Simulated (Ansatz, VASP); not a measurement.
# WSe2: VASP beside Ansatz

INCAR

```
SYSTEM = WSe2
PREC = Accurate
ENCUT = 400
EDIFF = 1E-6
ISMEAR = 0
SIGMA = 0.01
LREAL = .False.
LASPH = .True.
NELM = 120
ALGO = Normal
ISIF = 2
LWAVE = .False.
LCHARG = .True.
LDIPOL = .True.
IDIPOL = 3
DIPOL = 0.5 0.5 0.500
GGA = PS
LELF = .True.
LVHAR = .True.
LVACPOTAV = .True.
NBANDS = 49
GGA_COMPAT = .False.
NELMDL = -8
```

Contents of KPOINTS:

```
regular mesh
0
Gamma
  9 9 1
  0 0 0
```

The input POSCAR:

```
WSe2
1.0
    3.2711503897      0.0000000000      0.0000000000
   -1.6355751948      2.8328993370      0.0000000000
    0.0000000000      0.0000000000     31.5685077085
Se W
6 3
Direct
    0.6666666667      0.3333333333      0.2375785409
    0.6666666667      0.3333333333      0.3436284946
    0.3333333333      0.6666666667      0.4469750232
    0.3333333333      0.6666666667      0.5530249768
    0.6666666667      0.3333333333      0.6563715054
    0.6666666667      0.3333333333      0.7624214591
    0.3333333333      0.6666666667      0.2906035177
    0.6666666667      0.3333333333      0.5000000000
    0.3333333333      0.6666666667      0.7093964823
```

Input for Ansatz:

```yaml
crystal:
  lattice:
    - [3.2711503897, 0.0, 0.0]
    - [-1.6355751948, 2.832899337, 0.0]
    - [0.0, 0.0, 31.5685077085]
  atoms:
    - { symbol: Se, position: [0.6666666667, 0.3333333333, 0.2375785409] }
    - { symbol: W, position: [0.3333333333, 0.6666666667, 0.2906035177] }
    - { symbol: Se, position: [0.6666666667, 0.3333333333, 0.3436284946] }
    - { symbol: Se, position: [0.3333333333, 0.6666666667, 0.4469750232] }
    - { symbol: W, position: [0.6666666667, 0.3333333333, 0.5] }
    - { symbol: Se, position: [0.3333333333, 0.6666666667, 0.5530249768] }
    - { symbol: Se, position: [0.6666666667, 0.3333333333, 0.6563715054] }
    - { symbol: W, position: [0.3333333333, 0.6666666667, 0.7093964823] }
    - { symbol: Se, position: [0.6666666667, 0.3333333333, 0.7624214591] }
basis:
  ecutwfc: 420
kpoints:
  mp_grid: { grid: [9, 9, 1] }
hamiltonian:
  xc: pbesol
scf:
  occupations: { method: gaussian, width: 0.01 }
  max_iter: 63
output:
  forces: true
  stress: true
  eigenvalues: true
efield:
  axis: 3
  dipole_correction: true
  ramp_width: 0.04
```

Alike in both runs: task single point; functional PBEsol; k mesh 9 × 9 × 1; occupations gaussian, width 0.01 eV; no spin polarisation.

|  | VASP | Ansatz |
| --- | --- | --- |
| version | VASP 6.6.1 | Ansatz 0.2.0 |
| potentials or method | VASP PAW PBE potentials, release 64 (Se, W_sv), cutoff 400 eV | scalar-relativistic, plane waves, PAW |
| valence electrons in the cell | 78 | 138 |

```csv
,VASP,Ansatz,Ansatz less VASP
gap on the k mesh at the Fermi level (eV),1.33,1.34,+0.004
least direct gap on the mesh (eV),1.62,1.62,+0.003
rms of the force components (eV/Å),0.029,0.012,-0.0166
```

VASP's potentials were made for PBE, not for PBEsol. The functional is the same, so the differences come from potentials, cutoffs and numerics. VASP's potentials hold 78 valence electrons a cell and Ansatz's 138, so a difference there can come from the potentials and not from the codes.

Spin-orbit coupling is off throughout.
